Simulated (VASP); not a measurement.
# GdO (P-6m2) in VASP: a series of runs, part 2 of 2

VASP 6.6.1. Earlier steps stand in the parts before.

## (3) Single point, LDA+U, collinear spin, ferromagnetic start

The input, INCAR:

```
ALGO = Normal ; EDIFF = 1E-6
ENCUT = 520 ; GGA = CA
ISIF = 2 ; ISMEAR = -1
ISPIN = 2 ; LASPH = True
LCHARG = False ; LDAU = True
LDAUJ = 0 0 ; LDAUL = 3 -1
LDAUPRINT = 1 ; LDAUTYPE = 2
LDAUU = 5 0 ; LMAXMIX = 6
LORBIT = 11 ; LREAL = False
LWAVE = False ; MAGMOM = 7 0
NBANDS = 23 ; NELM = 150
PREC = Accurate ; SIGMA = 0.05
```

The input, KPOINTS:

```
k-points
0
Gamma
  10 10 9
```

The input, POSCAR:

```
GdO
1.0
    3.1132995800      0.0000000000      0.0000000000
   -1.5566497900      2.6961965200      0.0000000000
    0.0000000000      0.0000000000      3.0384261400
Gd O
1 1
Direct
    0.0000000000      0.0000000000      0.0000000000
    0.6666666667      0.3333333333      0.5000000000
```

Potentials or basis: VASP PAW PBE potentials, release 64 (Gd, O).

Run with:

```
$ cat potpaw_PBE.64/Gd/POTCAR potpaw_PBE.64/O/POTCAR > POTCAR
$ mpirun -np 1 vasp_std > vasp.out
```

Wall time 75 s (1 thread of AMD EPYC 9R45 (Zen 5), shared host); peak memory 0.16 GiB.

Results (log left out):

| Property | Result |
| --- | --- |
| Free energy | -22.3101 eV |
| Pressure | 21.3 GPa |
| Net moment | 7.41 μB per cell |
| Site moments | Gd +7.05; O -0.03 μB |
| Valence electrons inside the program's atomic spheres | Gd 15.44; O 5.02 |

Stress tensor (GPa, compression positive):
```
22.11  0.00  0.00
 0.00 22.11  0.00
 0.00  0.00 19.82
```

Levels at points of the mesh, in eV from the Fermi level:
Spin up:
| k point | band 14 | band 15 | band 16 | band 17 | band 18 | band 19 |
| --- | --- | --- | --- | --- | --- | --- |
| (0.00, 0.00, 0.00) | -5.48 | -4.26 | -2.89 | 0.63 | 3.36 | 3.36 |
| (0.50, 0.00, 0.00) | -5.76 | -4.44 | -2.38 | 3.40 | 5.18 | 5.24 |
Spin down:
```tsv
k point	band 6	band 7	band 8	band 9	band 10	band 11
(0.00, 0.00, 0.00)	-5.47	-5.47	-4.49	-1.90	0.50	2.40
(0.50, 0.00, 0.00)	-7.20	-6.08	-4.73	-1.46	2.19	2.26
```

Eigenvalues of the final occupation matrices:
```
    site  spin  trace                         eigenvalues
site 1 f     1   6.94  0.99 0.99 0.99 0.99 0.99 0.99 0.99
site 1 f     2   0.06  0.00 0.01 0.01 0.01 0.01 0.01 0.01
```

Caveat: the PAW data sets were made with another functional, which shifts forces and pressure a little; spin-orbit coupling is left out, which moves the levels of the heavy elements; a cell with one magnetic atom can't hold antiferromagnetic order, which such compounds often take. The state reached can hang on the start; a lower one may exist.

## (4) Density of states, revPBE, collinear spin, ferromagnetic start

POSCAR is that of step 3.

The input, INCAR.step1:

```
PREC     = Accurate       # precision mode
ENCUT    = 520            # plane-wave cutoff, eV
EDIFF    = 1E-6           # SCF threshold, eV
ISMEAR   = -1             # smearing method
SIGMA    = 0.05           # smearing width, eV
LREAL    = F              # projectors in reciprocal space
LASPH    = T              # aspherical terms in the spheres
NELM     = 150            # most SCF steps
ALGO     = Normal         # electronic algorithm
ISIF     = 2              # what is computed and relaxed
LWAVE    = F              # write WAVECAR
LCHARG   = T              # write CHGCAR
ISPIN    = 2              # spin polarisation
MAGMOM   = 7 0            # initial moments
LMAXMIX  = 6              # l up to which the mixer works
GGA      = RE             # functional
NBANDS   = 23             # bands
```

The input, KPOINTS.step1:

```
regular mesh
0
Gamma
  6 6 5
```

The input, INCAR.step2:

```
PREC     = Accurate       # precision mode
ENCUT    = 520            # plane-wave cutoff, eV
EDIFF    = 1E-6           # SCF threshold, eV
ISMEAR   = -5             # smearing method
SIGMA    = 0.05           # smearing width, eV
LREAL    = F              # projectors in reciprocal space
LASPH    = T              # aspherical terms in the spheres
NELM     = 150            # most SCF steps
ALGO     = Normal         # electronic algorithm
ISIF     = 2              # what is computed and relaxed
LWAVE    = F              # write WAVECAR
LCHARG   = F              # write CHGCAR
ISPIN    = 2              # spin polarisation
MAGMOM   = 7 0            # initial moments
LORBIT   = 10             # projections on sites
LMAXMIX  = 6              # l up to which the mixer works
GGA      = RE             # functional
NEDOS    = 2001           # points of the DOS
ICHARG   = 11             # starting density
```

The input, KPOINTS.step2:

```
regular mesh
0
Gamma
  9 9 8
```

Run with:

```
$ cat potpaw_PBE.64/Gd/POTCAR potpaw_PBE.64/O/POTCAR > POTCAR
$ cp INCAR.step1 INCAR
$ cp KPOINTS.step1 KPOINTS
$ mpirun -np 1 vasp_std > vasp.out
$ cp INCAR.step2 INCAR
$ cp KPOINTS.step2 KPOINTS
$ mpirun -np 1 vasp_std > vasp.out
```

Wall time 1.7 min (1 thread of AMD EPYC 7R13 (Zen 3), shared host); peak memory 0.16 GiB.

It converged, with:

| Quantity | Value |
| --- | --- |
| Net moment | 7.52 μB per cell |
| Site moments | Gd +6.97; O -0.02 μB |
| Valence electrons inside the program's atomic spheres | Gd 15.49; O 5.07 |

Levels at points of the mesh, in eV from the Fermi level:
Spin up:
```csv
k point,band 14,band 15,band 16,band 17,band 18,band 19
"(0.00, 0.00, 0.00)",-4.41,-3.51,-2.90,0.73,3.47,3.47
"(0.00, 0.00, 0.50)",-3.84,-3.84,1.43,1.43,1.56,4.35
```
Spin down:
```
           k point  band 6  band 7  band 8  band 9  band 10  band 11
(0.00, 0.00, 0.00)   -5.34   -5.34   -4.45   -1.31    -0.15     0.76
(0.00, 0.00, 0.50)   -7.44   -5.39   -5.39    0.17     0.49     0.99
```

Caveat: the k points lie up to 0.41 Å⁻¹ apart; the PAW data sets were made with another functional, which shifts forces and pressure a little; spin-orbit coupling is left out, which moves the levels of the heavy elements; a cell with one magnetic atom can't hold antiferromagnetic order, which such compounds often take; without U or exact exchange the open f shell lies at the Fermi level, which spoils levels, moments and volumes; tetrahedron occupations give inexact forces and stress in metals. The state reached can hang on the start; a lower one may exist.

## (5) Density of states, BLYP, collinear spin, ferromagnetic start

POSCAR is that of step 4.

The input, INCAR.step1:

```
SYSTEM = GdO
PREC     = Accurate       ! precision mode
ENCUT    = 520            ! plane-wave cutoff, eV
EDIFF    = 1E-6           ! SCF threshold, eV
ISMEAR   = -1             ! smearing method
SIGMA    = 0.05           ! smearing width, eV
LREAL    = .False.        ! projectors in reciprocal space
LASPH    = .True.         ! aspherical terms in the spheres
NELM     = 150            ! most SCF steps
ALGO     = Normal         ! electronic algorithm
ISIF     = 2              ! what is computed and relaxed
LWAVE    = .False.        ! write WAVECAR
LCHARG   = .True.         ! write CHGCAR
ISPIN    = 2              ! spin polarisation
MAGMOM   = 7 0            ! initial moments
LMAXMIX  = 6              ! l up to which the mixer works
GGA      = B5             ! functional
ALDAX    = 1.0          
AGGAX    = 1.0          
AGGAC    = 1.0          
ALDAC    = 0.0          
NBANDS   = 23             ! bands
```

The input, KPOINTS.step1:

```
Automatic mesh
0
Gamma
  6 6 5
  0 0 0
```

The input, INCAR.step2:

```
SYSTEM = GdO
PREC     = Accurate       ! precision mode
ENCUT    = 520            ! plane-wave cutoff, eV
EDIFF    = 1E-6           ! SCF threshold, eV
ISMEAR   = -5             ! smearing method
SIGMA    = 0.05           ! smearing width, eV
LREAL    = .False.        ! projectors in reciprocal space
LASPH    = .True.         ! aspherical terms in the spheres
NELM     = 150            ! most SCF steps
ALGO     = Normal         ! electronic algorithm
ISIF     = 2              ! what is computed and relaxed
LWAVE    = .False.        ! write WAVECAR
LCHARG   = .False.        ! write CHGCAR
ISPIN    = 2              ! spin polarisation
MAGMOM   = 7 0            ! initial moments
LORBIT   = 11             ! projections on sites
LMAXMIX  = 6              ! l up to which the mixer works
GGA      = B5             ! functional
ALDAX    = 1.0          
AGGAX    = 1.0          
AGGAC    = 1.0          
ALDAC    = 0.0          
NEDOS    = 2001           ! points of the DOS
ICHARG   = 11             ! starting density
```

The input, KPOINTS.step2:

```
Automatic mesh
0
Gamma
  9 9 8
  0 0 0
```

Run with:

```
$ cat potpaw_PBE.64/Gd/POTCAR potpaw_PBE.64/O/POTCAR > POTCAR
$ cp INCAR.step1 INCAR
$ cp KPOINTS.step1 KPOINTS
$ mpirun -np 1 vasp_std > vasp.out
$ cp INCAR.step2 INCAR
$ cp KPOINTS.step2 KPOINTS
$ mpirun -np 1 vasp_std > vasp.out
```

Run time: 2.2 min. Hardware: 1 thread of AMD EPYC 7R13 (Zen 3), shared host; peak memory 0.16 GiB.

It converged, with:

```
Net moment                                            : 6.76 μB per cell
Site moments                                          : Gd +6.63; O -0.01 μB
Valence electrons inside the program's atomic spheres : Gd 15.53; O 5.08
```

Levels at points of the mesh, in eV from the Fermi level:
Spin up:
| k point | band 11 | band 12 | band 13 | band 14 | band 15 | band 16 | band 17 | band 18 | band 19 | band 20 |
| --- | --- | --- | --- | --- | --- | --- | --- | --- | --- | --- |
| (0.00, 0.00, 0.00) | -4.14 | -3.98 | -3.98 | -3.86 | -3.27 | -2.40 | 1.33 | 3.70 | 3.70 | 6.79 |
| (0.00, 0.00, 0.50) | -3.97 | -3.97 | -3.86 | -3.49 | -3.49 | 1.73 | 1.73 | 2.00 | 4.46 | 4.46 |
Spin down:
```csv
k point,band 5,band 6,band 7,band 8,band 9,band 10,band 11,band 12,band 13,band 14
"(0.00, 0.00, 0.00)",-19.70,-5.48,-5.48,-4.57,-1.84,-0.31,0.84,0.84,0.87,0.87
"(0.00, 0.00, 0.50)",-16.94,-7.59,-5.48,-5.48,-0.12,0.52,1.10,1.10,1.13,1.13
```

Caveat: the k points lie up to 0.41 Å⁻¹ apart; the PAW data sets were made with another functional, which shifts forces and pressure a little; spin-orbit coupling is left out, which moves the levels of the heavy elements; a cell with one magnetic atom can't hold antiferromagnetic order, which such compounds often take; without U or exact exchange the open f shell lies at the Fermi level, which spoils levels, moments and volumes; tetrahedron occupations give inexact forces and stress in metals. The state reached can hang on the start; a lower one may exist.

## (6) Summary

| task | level | U | k mesh | k mesh for the DOS | occupations for the DOS | gap on the mesh (eV) | pressure (GPa) | moment (μB) |
| --- | --- | --- | --- | --- | --- | --- | --- | --- |
| single point | LDA+U | Gd f U = 4.0 eV | 10 × 10 × 9 | - | - | none | 20.7 | 7.37 |
| single point | LDA+U | Gd f U = 5.0 eV | 10 × 10 × 9 | - | - | none | 21.3 | 7.41 |
| density of states | revPBE | - | 6 × 6 × 5 | 9 × 9 × 8 | tetrahedron | - | - | 7.52 |
| density of states | BLYP | - | 6 × 6 × 5 | 9 × 9 × 8 | tetrahedron | - | - | 6.76 |

Alike in all rows: potentials or basis VASP PAW PBE potentials, release 64 (Gd, O); spin collinear, ferromagnetic start; cell as given; cutoff (eV) 520; smearing fermi-dirac 0.05 eV.

Caveats: some runs use coarse meshes; the PAW data sets were made with another functional, which shifts forces and pressure a little; spin-orbit coupling is left out, which moves the levels of the heavy elements; a cell with one magnetic atom can't hold antiferromagnetic order, which such compounds often take; without U or exact exchange the open f shell lies at the Fermi level, which spoils levels, moments and volumes (some runs); tetrahedron occupations give inexact forces and stress in metals (some runs).

Total energies depend on the potentials used, so only differences within one code and one set of settings carry meaning.
